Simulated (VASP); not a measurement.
# SiC (Moissanite) (P6_3mc) in VASP: settings compared, part 2 of 2

VASP 6.6.1. Earlier steps stand in the parts before.

**4. Single point, r2SCAN**

This run uses another cell than the first one, of 10.96 Å³/atom, 1.039 times its volume.

POSCAR reads:

```
SiC
1.0
    3.1358314779      0.0000000000      0.0000000000
   -1.5679157389      2.7157097218      0.0000000000
    0.0000000000      0.0000000000      5.1476384000
Si C
2 2
Direct
    0.3333333333      0.6666666667      0.0045797706
    0.6666666667      0.3333333333      0.5045797706
    0.3333333333      0.6666666667      0.3804202294
    0.6666666667      0.3333333333      0.8804202294
```

INCAR.step1 reads:

```
PREC     = Accurate       # precision mode
ENCUT    = 520            # plane-wave cutoff, eV
ISMEAR   = -1             # smearing method
SIGMA    = 0.02           # smearing width, eV
LREAL    = False          # projectors in reciprocal space
LASPH    = True           # aspherical terms in the spheres
NELM     = 60             # most SCF steps
NBANDS   = 16             # bands
GGA      = PE             # functional
ALGO     = Normal         # electronic algorithm
EDIFF    = 1E-4           # SCF threshold, eV
LWAVE    = True           # write WAVECAR
LCHARG   = False          # write CHGCAR
```

INCAR.step2 reads:

```
PREC     = Accurate       # precision mode
ENCUT    = 520            # plane-wave cutoff, eV
EDIFF    = 1E-6           # SCF threshold, eV
ISMEAR   = -1             # smearing method
SIGMA    = 0.02           # smearing width, eV
LREAL    = False          # projectors in reciprocal space
LASPH    = True           # aspherical terms in the spheres
NELM     = 60             # most SCF steps
ALGO     = Normal         # electronic algorithm
ISIF     = 2              # what is computed and relaxed
LWAVE    = False          # write WAVECAR
LCHARG   = True           # write CHGCAR
METAGGA  = R2SCAN         # meta-GGA
LMIXTAU  = True         
LELF     = True           # ELF
LVHAR    = True         
NBANDS   = 16             # bands
ISTART   = 1
```

KPOINTS reads:

```
Automatic mesh
0
Gamma
  12 12 6
```

Potentials or basis: VASP PAW PBE potentials, release 64 (Si, C).

The run is started by

```bash
> cat potpaw_PBE.64/Si/POTCAR potpaw_PBE.64/C/POTCAR > POTCAR
> cp INCAR.step1 INCAR
> mpirun -np 1 vasp_std > vasp.out
> cp INCAR.step2 INCAR
> mpirun -np 1 vasp_std > vasp.out
```

OUTCAR:

```text
PREC = Accurate
   ENCUT = 520
   EDIFF = 1E-6
   ISMEAR = -1
   LREAL = False
   LASPH = True
   NELM = 60
   ISIF = 2
   METAGGA = R2SCAN
   ISTART = 1

 ion  position               nearest neighbor table
   1  0.333  0.667  0.005-   4 1.92   4 1.92   4 1.92   3 1.93   2 3.15   2 3.15   2 3.15   2 3.15
                             2 3.15   2 3.15
   2  0.667  0.333  0.505-   3 1.92   3 1.92   3 1.92   4 1.93   1 3.15   1 3.15   1 3.15   1 3.15
                             1 3.15   1 3.15
   3  0.333  0.667  0.380-   2 1.92   2 1.92   2 1.92   1 1.93
   4  0.667  0.333  0.880-   1 1.92   1 1.92   1 1.92   2 1.93

[... 659 lines left out ...]
  --------------------------------------------------------------------------------------
  -------------------------------------------------------------------------------------
  Total       -3.3164392     -3.3164392     -3.2303150     -0.0000000      0.0000000     -0.0000000
  in kB     -121.2100215   -121.2100215   -118.0623315     -0.0000000      0.0000000     -0.0000000
  external PRESSURE =    -120.1607915 kB  Pullay stress =       0.0000000 kB

 VOLUME and BASIS-vectors are now :
 -----------------------------------------------------------------------------
  energy-cutoff  :      520.00
  volume of cell :       43.84
      direct lattice vectors                 reciprocal lattice vectors
     3.135831478  0.000000000  0.000000000     0.318894688  0.184113934  0.000000000
    -1.567915739  2.715709722  0.000000000     0.000000000  0.368227868  0.000000000
     0.000000000  0.000000000  5.147638400     0.000000000  0.000000000  0.194263840

 POSITION                                       TOTAL-FORCE (eV/Angst)
 -----------------------------------------------------------------------------------
     -0.00000      1.81047      0.02358        -0.000000      0.000000     -0.006545
      1.56792      0.90524      2.59739         0.000000     -0.000000     -0.006545
     -0.00000      1.81047      1.95827        -0.000000      0.000000      0.006545
      1.56792      0.90524      4.53208         0.000000      0.000000      0.006545
 -----------------------------------------------------------------------------------
    total drift:                               -0.000000      0.000000      0.000281

  FREE ENERGIE OF THE ION-ELECTRON SYSTEM (eV)
  ---------------------------------------------------
  free  energy   TOTEN  =       -38.5394347862 eV

  energy  without entropy=      -38.5394347861  energy(sigma->0) =      -38.53943479
```

OUTCAR.step1:

```text
PREC = Accurate
   ENCUT = 520
   ISMEAR = -1
   LREAL = False
   LASPH = True
   NELM = 60
[... 688 lines left out ...]
      1.56792      0.90524      2.59739        -0.000000     -0.000000     -0.005533
     -0.00000      1.81047      1.95827         0.000000      0.000000      0.005533
      1.56792      0.90524      4.53208        -0.000000     -0.000000      0.005533
 -----------------------------------------------------------------------------------
    total drift:                                0.000000      0.000000      0.000059

  FREE ENERGIE OF THE ION-ELECTRON SYSTEM (eV)
  ---------------------------------------------------
  free  energy   TOTEN  =       -30.0610718159 eV

  energy  without entropy=      -30.0610718159  energy(sigma->0) =      -30.06107182
```

OSZICAR.step1:

```text
N       E                     dE             d eps       ncg     rms          rms(c)
DAV:   1     0.240279998660E+02    0.24028E+02   -0.69835E+03  2432   0.883E+02
DAV:   2    -0.309489126008E+02   -0.54977E+02   -0.50459E+02  3464   0.154E+02
DAV:   3    -0.334535584755E+02   -0.25046E+01   -0.24945E+01  3184   0.303E+01
DAV:   4    -0.334734819268E+02   -0.19923E-01   -0.19920E-01  2960   0.329E+00
DAV:   5    -0.334736903253E+02   -0.20840E-03   -0.20839E-03  3224   0.319E-01    0.117E+01
DAV:   6    -0.301152822387E+02    0.33584E+01   -0.62263E+00  3064   0.151E+01    0.516E+00
DAV:   7    -0.300776430284E+02    0.37639E-01   -0.98190E-01  3464   0.573E+00    0.237E+00
DAV:   8    -0.300621163199E+02    0.15527E-01   -0.41557E-02  2712   0.134E+00    0.594E-01
DAV:   9    -0.300606982814E+02    0.14180E-02   -0.71488E-03  3128   0.568E-01    0.127E-01
DAV:  10    -0.300610436508E+02   -0.34537E-03   -0.10987E-03  2912   0.189E-01    0.586E-02
DAV:  11    -0.300610718159E+02   -0.28165E-04   -0.10149E-04  2160   0.741E-02
   1 F= -.30061072E+02 E0= -.30061072E+02  d E =-.125642E-10
```

Wall time 5.6 min (1 thread of AMD EPYC 7R43 (Zen 3), shared host); peak memory 0.15 GiB.

What came out:

```
Free energy            : -38.5394 eV
Pressure               : -12.0 GPa
Largest force          : 0.007 eV/Å
Band gap on the k mesh : 2.74 eV, indirect (least direct gap 4.35 eV)
```

Forces in eV/Å, atoms in the order of the input:
```
Si   0.000  0.000 -0.007
Si   0.000  0.000 -0.007
C    0.000  0.000  0.007
C    0.000  0.000  0.007
```

Levels at points of the mesh, in eV from the valence-band top:
```
           k point  band 6  band 7  band 8  band 9  band 10  band 11
(0.00, 0.00, 0.00)   -0.11    0.00    0.00    4.86     6.11     6.82
(0.50, 0.00, 0.00)   -3.36   -3.20   -1.24    3.11     4.59     6.99
(0.00, 0.00, 0.50)   -0.74   -0.74   -0.74    5.96     5.96     7.56
(0.50, 0.00, 0.50)   -2.48   -2.38   -2.38    3.57     3.57     5.53
```

Caveat: the PAW data sets were made with another functional, which shifts forces and pressure a little. A k mesh can miss the band edges.

**5. Single point, PBE0**

This run uses another cell than the first one, of 10.34 Å³/atom, 0.980 times its volume.

POSCAR reads:

```
SiC
1.0
    3.0755120100      0.0000000000      0.0000000000
   -1.5377560000      2.6634715300      0.0000000000
    0.0000000000      0.0000000000      5.0486206900
Si C
2 2
Direct
    0.3333333300      0.6666666700      0.0046022700
    0.6666666700      0.3333333300      0.5046022700
    0.3333333300      0.6666666700      0.3803977300
    0.6666666700      0.3333333300      0.8803977300
```

INCAR.step1 reads:

```
PREC = Accurate
ENCUT = 520
EDIFF = 1E-5
ISMEAR = -1
SIGMA = 0.02
LREAL = F
LASPH = T
NELM = 100
ALGO = Normal
ISIF = 2
LWAVE = T
LCHARG = F
NBANDS = 16
GGA = PE
```

INCAR.step2 reads:

```
PREC = Accurate
ENCUT = 520
EDIFF = 1E-7
ISMEAR = -1
SIGMA = 0.02
LREAL = F
LASPH = T
NELM = 100
ALGO = Normal
ISIF = 2
LWAVE = F
LCHARG = F
GGA = PE
LHFCALC = T
AEXX = 0.25
PRECFOCK = Normal
NBANDS = 16
ISTART = 1
```

KPOINTS reads:

```
Automatic mesh
0
Gamma
  6 6 4
```

Potentials or basis: VASP PAW PBE potentials, release 64 (Si, C).

The run is started by

```bash
> cat potpaw_PBE.64/Si/POTCAR potpaw_PBE.64/C/POTCAR > POTCAR
> cp INCAR.step1 INCAR
> mpirun -np 1 vasp_std > vasp.out
> cp INCAR.step2 INCAR
> mpirun -np 1 vasp_std > vasp.out
```

OUTCAR:

```text
PREC = Accurate
   ENCUT = 520
   EDIFF = 1E-7
   ISMEAR = -1
   LREAL = F
   LASPH = T
   NELM = 100
   ISIF = 2
   GGA = PE
   LHFCALC = T
   AEXX = 0.25
   PRECFOCK = Normal
   ISTART = 1

 ion  position               nearest neighbor table
   1  0.333  0.667  0.005-   4 1.88   4 1.88   4 1.88   3 1.90   2 3.09   2 3.09   2 3.09   2 3.09
                             2 3.09   2 3.09
   2  0.667  0.333  0.505-   3 1.88   3 1.88   3 1.88   4 1.90   1 3.09   1 3.09   1 3.09   1 3.09
[... 606 lines left out ...]
  FORCE on cell =-STRESS in cart. coord.  units (eV):
  Direction    XX          YY          ZZ          XY          YZ          ZX
  --------------------------------------------------------------------------------------
  -------------------------------------------------------------------------------------
  Total       -0.4192980     -0.4192980     -0.5420742     -0.0000000      0.0000000      0.0000000
  in kB      -16.2440820    -16.2440820    -21.0005703     -0.0000000      0.0000000      0.0000000
  external PRESSURE =     -17.8295781 kB  Pullay stress =       0.0000000 kB

 VOLUME and BASIS-vectors are now :
 -----------------------------------------------------------------------------
  energy-cutoff  :      520.00
  volume of cell :       41.36
      direct lattice vectors                 reciprocal lattice vectors
     3.075512010  0.000000000  0.000000000     0.325149112  0.187724927  0.000000000
    -1.537756000  2.663471530  0.000000000     0.000000000  0.375449855  0.000000000
     0.000000000  0.000000000  5.048620690     0.000000000  0.000000000  0.198073902

 POSITION                                       TOTAL-FORCE (eV/Angst)
 -----------------------------------------------------------------------------------
     -0.00000      1.77565      0.02324         0.000000     -0.000000     -0.018671
      1.53776      0.88782      2.54755        -0.000000      0.000000     -0.018671
     -0.00000      1.77565      1.92048         0.000000      0.000000      0.018671
      1.53776      0.88782      4.44479        -0.000000      0.000000      0.018671
 -----------------------------------------------------------------------------------
    total drift:                                0.000002      0.000000     -0.000104

  FREE ENERGIE OF THE ION-ELECTRON SYSTEM (eV)
  ---------------------------------------------------
  free  energy   TOTEN  =       -36.9467919970 eV

  energy  without entropy=      -36.9467919970  energy(sigma->0) =      -36.94679200
```

Run time: 30 min. Hardware: 1 thread of Intel Xeon Platinum 8375C at 2.90GHz (Ice Lake), shared host; peak memory 0.17 GiB.

What came out:

```
Free energy            : -36.9468 eV
Pressure               : -1.8 GPa
Largest force          : 0.019 eV/Å
Band gap on the k mesh : 3.90 eV, indirect (least direct gap 5.82 eV)
```

Forces in eV/Å, atoms in the order of the input:
```
Si   0.000  0.000 -0.019
Si   0.000  0.000 -0.019
C    0.000  0.000  0.019
C    0.000  0.000  0.019
```

Caveat: the PAW data sets were made with another functional, which shifts forces and pressure a little.

**6. Summary**

```csv
level,cell,k mesh,grid for exact exchange (PRECFOCK),gap on the mesh (eV),pressure (GPa),largest force (eV/Å)
r2SCAN,"a = 3.096, b = 3.096, c = 5.082 Å, angles 90.0, 90.0, 120.0°, 4 atoms",12 × 12 × 6,-,2.69,-4.6,-
r2SCAN,"a = 3.116, b = 3.116, c = 5.115 Å, angles 90.0, 90.0, 120.0°, 4 atoms",12 × 12 × 6,-,2.71,-8.5,0.01
r2SCAN,"a = 3.136, b = 3.136, c = 5.148 Å, angles 90.0, 90.0, 120.0°, 4 atoms",12 × 12 × 6,-,2.74,-12.0,0.01
PBE0,"a = 3.076, b = 3.076, c = 5.049 Å, angles 90.0, 90.0, 120.0°, 4 atoms",6 × 6 × 4,Normal,3.90,-1.8,0.02
```

Alike in all rows: task single point; potentials or basis VASP PAW PBE potentials, release 64 (Si, C); no spin polarisation; cutoff (eV) 520; smearing fermi-dirac 0.02 eV.

Caveats: the PAW data sets were made with another functional, which shifts forces and pressure a little.

Total energies depend on the potentials used, so only differences within one code and one set of settings carry meaning.
